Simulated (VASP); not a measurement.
C, 1 atom in the cell. It takes space group Fm-3m (No. 225, cubic). The conventional cell has a = 2.750 Å, b = 2.750 Å, c = 2.750 Å, α = 90.00°, β = 90.00°, γ = 90.00°. Within 2.6 Å of C (site symmetry m-3m) lie 12 C at 1.94 Å. 

| Property | Result |
| --- | --- |
| Program | VASP 6.6.1 |
| Task | relaxation of cell and atoms |
| Functional | PBE |
| Potentials or basis | VASP PAW PBE potentials, release 64 (C) |
| Cutoff | 600 eV |
| k mesh | 25 × 25 × 25 |
| Occupations | fermi-dirac, width 0.1 eV |
| Spin | no spin polarisation |
| Target pressure | 96 GPa |
| Dipole correction | no |
| Further INCAR settings | ALGO = Normal; EDIFF = 1e-06; IBRION = 2; EDIFFG = -0.005; NSW = 60; ISIF = 3 |

Potentials or basis: VASP PAW PBE potentials, release 64 (C).

Launch:

```sh
$ cat potpaw_PBE.64/C/POTCAR > POTCAR
$ mpirun -np 1 vasp_std > vasp.out
```

Hardware: 1 thread of Intel Xeon 8259CL, with other jobs on the host.

**Question.** Estimate the wall time of this run.

**Answer.** Run time: 15 s on 1 thread of Intel Xeon 8259CL (shared host), peak memory 0.12 GiB. Counts: scf iterations 16, k points 455, ion steps 3.
